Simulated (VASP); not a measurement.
A run of VASP 6.6.1:

Contents of INCAR:

```
ALGO = Normal
EDIFF = 1E-7
EDIFFG = -0.04
ENCUT = 600
GGA = PE
IBRION = 2
ISIF = 3
ISMEAR = 0
ISPIN = 2
LASPH = T
LCHARG = F
LMAXMIX = 4
LORBIT = 11
LREAL = F
LWAVE = F
MAGMOM = 3.21 3.23 3.23 0.16
NELM = 150
NSW = 90
PREC = Accurate
SIGMA = 0.1
```

The input KPOINTS:

```
k-points
0
Gamma
  6 6 6
```

POSCAR

```
Fe3Cl
1.0
   -1.8739905986      1.8739905986      4.1860569216
    1.8739905986     -1.8739905986      4.1860569216
    1.8739905986      1.8739905986     -4.1860569216
Fe Cl
3 1
Direct
    0.5000000000      0.5000000000      0.0000000000
    0.2500000000      0.7500000000      0.5000000000
    0.7500000000      0.2500000000      0.5000000000
    0.0000000000      0.0000000000      0.0000000000
```

Potentials or basis: VASP PAW PBE potentials, release 64 (Fe, Cl).

Run with:

```sh
$ cat potpaw_PBE.64/Fe/POTCAR potpaw_PBE.64/Cl/POTCAR > POTCAR
$ mpirun -np 1 vasp_std > vasp.out
```

Hardware: 1 thread of Intel Xeon 6975P-C (shared host).

Problem. How long does it take, and how much memory?

Solution. It took 14 min on 1 thread of Intel Xeon 6975P-C, with other jobs on the host, peak memory 0.33 GiB. Counts: scf iterations 77, k points 30, ion steps 6.
